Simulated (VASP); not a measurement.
# CdH2O2 (P3m1) in VASP: further runs

The runs below take CdH2O2 through single point, with PBEsol.

Program: VASP 6.6.1. These are calculated values, not measurements. Logs are shortened: lines on timing, memory, paths and dates and some standing lists are left out, and cuts for length are marked.

## 1. The cell of the first run

It takes space group P3m1 (No. 156, trigonal). The conventional cell has a = 3.927 Å, b = 3.927 Å, c = 4.543 Å, α = 90.00°, β = 90.00°, γ = 120.00°. Within 3.0 Å of Cd (site symmetry 3m) lie 3 H at 2.27 Å and 6 O at 2.44 to 2.49 Å. H (site symmetry 3m) has 1 O at 1.01 Å within 1.4 Å. H (site symmetry 3m) has 1 O at 1.00 Å within 1.3 Å. O (site symmetry 3m) has 1 H at 1.01 Å within 1.4 Å. O (site symmetry 3m) has 1 H at 1.00 Å within 1.3 Å.

## 2. Single point, PBEsol

Contents of INCAR:

```
SYSTEM = CdH2O2
  PREC = Accurate
  ENCUT = 520
  EDIFF = 1E-6
  ISMEAR = 0
  SIGMA = 0.01
  LREAL = .FALSE.
  LASPH = .TRUE.
  NELM = 60
  ALGO = Normal
  ISIF = 2
  LWAVE = .FALSE.
  LCHARG = .FALSE.
  GGA = PS
  NBANDS = 21
```

Contents of KPOINTS:

```
regular mesh
0
G
  6 6 4
  0 0 0
```

Contents of POSCAR:

```
CdH2O2
1.0
    3.9274029220      0.0000000000      0.0000000000
   -1.9637014610      3.4012289974      0.0000000000
    0.0000000000      0.0000000000      4.5426942053
Cd H O
1 2 2
Direct
    0.3333333333      0.6666666667      0.9873000000
    0.0000000000      0.0000000000      0.0080800000
    0.6666666667      0.3333333333      0.4318900000
    0.0000000000      0.0000000000      0.7861900000
    0.6666666667      0.3333333333      0.2118900000
```

Potentials or basis: VASP PAW PBE potentials, release 64 (Cd, H, O).

Run with:

```bash
$ cat potpaw_PBE.64/Cd/POTCAR potpaw_PBE.64/H/POTCAR potpaw_PBE.64/O/POTCAR > POTCAR
$ mpirun -np 1 vasp_std > vasp.out
```

OUTCAR:

```text
SYSTEM = CdH2O2
   PREC = Accurate
   ENCUT = 520
   EDIFF = 1E-6
   ISMEAR = 0
   LREAL = .FALSE.
   LASPH = .TRUE.
   NELM = 60
   ISIF = 2
   GGA = PS

 ion  position               nearest neighbor table
   1  0.333  0.667  0.987-   2 2.27   2 2.27   2 2.27   4 2.44   4 2.44   4 2.44   5 2.49   5 2.49
                             5 2.49
   2  0.000  0.000  0.008-   4 1.01   1 2.27   1 2.27   1 2.27
   3  0.667  0.333  0.432-   5 1.00
   4  0.000  0.000  0.786-   2 1.01   1 2.44   1 2.44   1 2.44
   5  0.667  0.333  0.212-   3 1.00   1 2.49   1 2.49   1 2.49

  LATTYP: Found a hexagonal cell.
 ALAT       =     3.9274029220
 C/A-ratio  =     1.1566661979

  Lattice vectors:

 A1 = (   3.9274029220,   0.0000000000,   0.0000000000)
 A2 = (  -1.9637014610,   3.4012289974,   0.0000000000)
 A3 = (   0.0000000000,   0.0000000000,   4.5426942053)

Analysis of symmetry for initial positions (statically):
=====================================================================
 Subroutine PRICEL returns:
 Original cell was already a primitive cell.

 Routine SETGRP: Setting up the symmetry group for a
 hexagonal supercell.

 Subroutine GETGRP returns: Found  6 space group operations
 (whereof  6 operations were pure point group operations)
 out of a pool of 24 trial point group operations.

The static configuration has the point symmetry C_3v.

Analysis of symmetry for dynamics (positions and initial velocities):
=====================================================================
 Subroutine PRICEL returns:
 Original cell was already a primitive cell.

 Routine SETGRP: Setting up the symmetry group for a
 hexagonal supercell.

 Subroutine GETGRP returns: Found  6 space group operations
 (whereof  6 operations were pure point group operations)
 out of a pool of 24 trial point group operations.

The dynamic configuration has the point symmetry C_3v.

 Subroutine INISYM returns: Found  6 space group operations
 (whereof  6 operations are pure point group operations),
 and found     1 'primitive' translations

----------------------------------------------------------------------------------------

                                     Primitive cell

  volume of cell :      60.6813

  direct lattice vectors                    reciprocal lattice vectors
     3.927402922  0.000000000  0.000000000     0.254621189  0.147005685  0.000000000
    -1.963701461  3.401228997  0.000000000     0.000000000  0.294011371  0.000000000
     0.000000000  0.000000000  4.542694205     0.000000000  0.000000000  0.220133682

  length of vectors
     3.927402922  3.927401446  4.542694205     0.294011260  0.294011371  0.220133682

  position of ions in fractional coordinates (direct lattice)
     0.333333333  0.666666667  0.987300000
     0.000000000  0.000000000  0.008080000
     0.666666667  0.333333333  0.431890000
     0.000000000  0.000000000  0.786190000
     0.666666667  0.333333333  0.211890000

  ion indices of the primitive-cell ions
   primitive index   ion index
                 1           1
                 2           2
                 3           3
                 4           4
                 5           5

----------------------------------------------------------------------------------------

 KPOINTS: regular mesh

Automatic generation of k-mesh.
 Grid dimensions read from file:
 generate k-points for:    6    6    4

 Generating k-lattice:

  Cartesian coordinates                     Fractional coordinates (reciprocal lattice)
     0.042436865  0.024500948  0.000000000     0.166666667  0.000000000  0.000000000
     0.000000000  0.049001895  0.000000000     0.000000000  0.166666667  0.000000000
     0.000000000  0.000000000  0.055033420     0.000000000  0.000000000  0.250000000

  Length of vectors
     0.049001877  0.049001895  0.055033420

  Shift w.r.t. Gamma in fractional coordinates (k-lattice)
     0.000000000  0.000000000  0.000000000

 Subroutine IBZKPT returns following result:
 ===========================================

 Found     24 irreducible k-points:

 Following reciprocal coordinates:
            Coordinates               Weight
  0.000000  0.000000  0.000000      1.000000
  0.166667 -0.000000  0.000000      6.000000
  0.333333  0.000000  0.000000      6.000000
  0.500000  0.000000  0.000000      3.000000
  0.166667  0.166667  0.000000      6.000000
  0.333333  0.166667  0.000000     12.000000
[... 16 lines left out ...]
  0.333333  0.166667  0.500000     12.000000
  0.333333  0.333333  0.500000      2.000000
   k-points           NKPTS =     24   k-points in BZ     NKDIM =     24   number of bands    NBANDS=     21
   number of dos      NEDOS =    301   number of ions     NIONS =      5
   total plane-waves  NPLWV =  32400
   dimension x,y,z NGX =    30 NGY =   30 NGZ =   36
   dimension x,y,z NGXF=    60 NGYF=   60 NGZF=   72
   ions per type =               1   2   2
   NGX,Y,Z   is equivalent  to a cutoff of  12.70, 12.70, 13.17 a.u.
   NGXF,Y,Z  is equivalent  to a cutoff of  25.40, 25.40, 26.35 a.u.
 SYSTEM =  CdH2O2
   PREC   = accura    normal or accurate (medium, high low for compatibility)
   ISTART =      0    job   : 0-new  1-cont  2-samecut
   ICHARG =      2    charge: 1-file 2-atom 10-const
   ISPIN  =      1    spin polarized calculation?
   LNONCOLLINEAR =      F non collinear calculations
   LSORBIT =      F    spin-orbit coupling
   LASPH  =      T    aspherical Exc in radial PAW
   ENCUT  =  520.0 eV  38.22 Ry    6.18 a.u.   7.30  7.30  8.45*2*pi/ulx,y,z
   NELM   =     60;   NELMIN=  2; NELMDL= -5     # of ELM steps
   EDIFF  = 0.1E-05   stopping-criterion for ELM
   LREAL  =      F    real-space projection
   EDIFFG = 0.1E-04   stopping-criterion for IOM
   NSW    =      0    number of steps for IOM
   IBRION =     -1    ionic relax: 0-MD 1-quasi-New 2-CG
   NFREE  =      0    steps in history (QN), initial steepest desc. (CG)
   ISIF   =      2    stress and relaxation
   ISYM   =      2    0-nonsym 1-usesym 2-fastsym
   POTIM  = 0.5000    time-step for ionic-motion
   TEBEG  =    0.0;   TEEND  =   0.0 temperature during run
   PSTRESS=    0.0 pullay stress
   NELECT =      26.0000    total number of electrons
   NUPDOWN=      -1.0000    fix difference up-down
   EMIN   =  10.00;   EMAX   =-10.00  energy-range for DOS
   EFERMI =   0.00;   METHOD = LEGACY
   ISMEAR =     0;   SIGMA  =   0.01  broadening in eV -4-tet -1-fermi 0-gaus
   EFERMI_NEDOS =   21; number of points for ismear=-14 and -15
   IALGO  =     38    algorithm
   IMIX   =      4    mixing-type and parameters
     AMIX     =   0.40;   BMIX     =  1.00
     AMIX_MAG =   1.60;   BMIX_MAG =  1.00
  volume/ion in A,a.u.               =      12.14        81.90
  Fermi-wavevector in a.u.,A,eV,Ry     =   1.234187  2.332275 20.724636  1.523218
  Thomas-Fermi vector in A             =   2.368887
   LORBIT       =      0    0 simple, 1 ext, 2 COOP (PROOUT), +10 PAW based schemes
   GGA     = PS    functional components
   LHFCALC =     F    Hartree Fock is set to
   AEXX    =    0.0000 exact exchange contribution
   IVDW    =     0    specifies the selected vdW correction
   LEPSILON=     F    determine dielectric tensor
   LRPA    =     F    only Hartree local field effects (RPA)
 non-spin polarized calculation
 Gauss-broadening in eV      SIGMA  =   0.01
  energy-cutoff  :      520.00
  volume of cell :       60.68
 maximum number of plane-waves:      1667
 NGX is ok and might be reduce to    30
   NGX = 15   NGY = 15   NGZ = 17

 number of electron      25.9999986 magnetization

 Free energy of the ion-electron system (eV)
  ---------------------------------------------------
  ext. energy  EPLUGINS =         0.00000000
  ---------------------------------------------------
  free energy    TOTEN  =       -22.36918293 eV

  energy without entropy =      -22.36918293  energy(sigma->0) =      -22.36918293

 E-fermi :  -1.3082     XC(G=0):  -9.1363

 val. band max:       -1.3705713584   @ k =   0.5000   0.0000   0.0000
 cond. band min:      -0.4112899336   @ k =   0.0000   0.0000   0.0000
 fundamental gap:      0.9592814247
 Fermi energy:        -1.3082261163

 k-point     1 :       0.0000    0.0000    0.0000
  band No.  band energies     occupation
      1     -19.1994      2.00000
      2     -18.2872      2.00000
      3      -8.1713      2.00000
      4      -8.0417      2.00000
      5      -8.0417      2.00000
      6      -7.5796      2.00000
[... 13 lines left out ...]
     20      12.0975      0.00000
     21      14.1533      0.00000

 k-point     2 :       0.1667   -0.0000    0.0000
  band No.  band energies     occupation
      1     -19.1338      2.00000
      2     -18.3282      2.00000
      3      -8.1330      2.00000
      4      -7.9622      2.00000
      5      -7.9188      2.00000
      6      -7.6053      2.00000
[... 13 lines left out ...]
     20      11.9296      0.00000
     21      14.2525      0.00000

 k-point     3 :       0.3333    0.0000    0.0000
  band No.  band energies     occupation
      1     -18.9882      2.00000
      2     -18.4220      2.00000
      3      -8.0170      2.00000
      4      -7.8219      2.00000
      5      -7.7961      2.00000
      6      -7.5702      2.00000
[... 13 lines left out ...]
     20      11.7822      0.00000
     21      13.2357      0.00000
[... 457 lines left out ...]
 k-point    23 :       0.3333    0.1667    0.5000
  band No.  band energies     occupation
      1     -18.8813      2.00000
      2     -18.4803      2.00000
      3      -8.0507      2.00000
      4      -7.7827      2.00000
      5      -7.7518      2.00000
      6      -7.5586      2.00000
[... 13 lines left out ...]
     20      11.6422      0.00000
     21      13.3483      0.00000

 k-point    24 :       0.3333    0.3333    0.5000
  band No.  band energies     occupation
      1     -18.8624      2.00000
      2     -18.4813      2.00000
      3      -7.9789      2.00000
      4      -7.7857      2.00000
      5      -7.6873      2.00000
      6      -7.6239      2.00000
[... 13 lines left out ...]
     20      12.7152      0.00000
     21      13.5579      0.00000

------------------------ aborting loop because EDIFF is reached ----------------------------------------

  FORCE on cell =-STRESS in cart. coord.  units (eV):
  Direction    XX          YY          ZZ          XY          YZ          ZX
  --------------------------------------------------------------------------------------
  -------------------------------------------------------------------------------------
  Total       -3.2942308     -3.2942275     -2.9107083      0.0000000      0.0000000      0.0000000
  in kB      -86.9780706    -86.9779834    -76.8518681      0.0000000      0.0000000      0.0000000
  external PRESSURE =     -83.6026407 kB  Pullay stress =       0.0000000 kB

 VOLUME and BASIS-vectors are now :
 -----------------------------------------------------------------------------
  energy-cutoff  :      520.00
  volume of cell :       60.68
      direct lattice vectors                 reciprocal lattice vectors
     3.927402922  0.000000000  0.000000000     0.254621189  0.147005685  0.000000000
    -1.963701461  3.401228997  0.000000000     0.000000000  0.294011371  0.000000000
     0.000000000  0.000000000  4.542694205     0.000000000  0.000000000  0.220133682

 POSITION                                       TOTAL-FORCE (eV/Angst)
 -----------------------------------------------------------------------------------
     -0.00000      2.26749      4.48500        -0.000000      0.000000     -0.017119
      0.00000      0.00000      0.03670         0.000000      0.000000     -0.600590
      1.96370      1.13374      1.96194        -0.000000      0.000000     -0.815566
      0.00000      0.00000      3.57142        -0.000000     -0.000000      1.251887
      1.96370      1.13374      0.96255         0.000000     -0.000000      0.181389
 -----------------------------------------------------------------------------------
    total drift:                                0.000000      0.000000      0.000374

  FREE ENERGIE OF THE ION-ELECTRON SYSTEM (eV)
  ---------------------------------------------------
  free  energy   TOTEN  =       -22.3691829306 eV

  energy  without entropy=      -22.3691829306  energy(sigma->0) =      -22.36918293
```

It took 64 s on 1 thread of AMD EPYC 7R13, shared host; peak memory 0.16 GiB.

What came out:

```
Free energy            : -22.3692 eV
Pressure               : -8.4 GPa
Largest force          : 1.252 eV/Å
Band gap on the k mesh : 0.96 eV, indirect (least direct gap 1.49 eV)
```

Forces in eV/Å, atoms in the order of the input:
```
Cd   0.000  0.000 -0.017
H    0.000  0.000 -0.601
H    0.000  0.000 -0.816
O    0.000  0.000  1.252
O    0.000  0.000  0.181
```

Levels at points of the mesh, in eV from the valence-band top:
```
           k point  band 11  band 12  band 13  band 14  band 15  band 16
(0.00, 0.00, 0.00)    -0.81    -0.53    -0.53     0.96     6.02     9.50
(0.50, 0.00, 0.00)    -2.04    -1.49     0.00     4.78     5.82     8.04
(0.00, 0.00, 0.50)    -0.91    -0.39    -0.39     2.64     4.60     9.86
(0.50, 0.00, 0.50)    -1.80    -1.39    -0.26     4.92     6.02     7.76
```

Caveat: the PAW data sets were made with another functional, which shifts forces and pressure a little. A k mesh can miss the band edges.

[end of part 1 of 2]
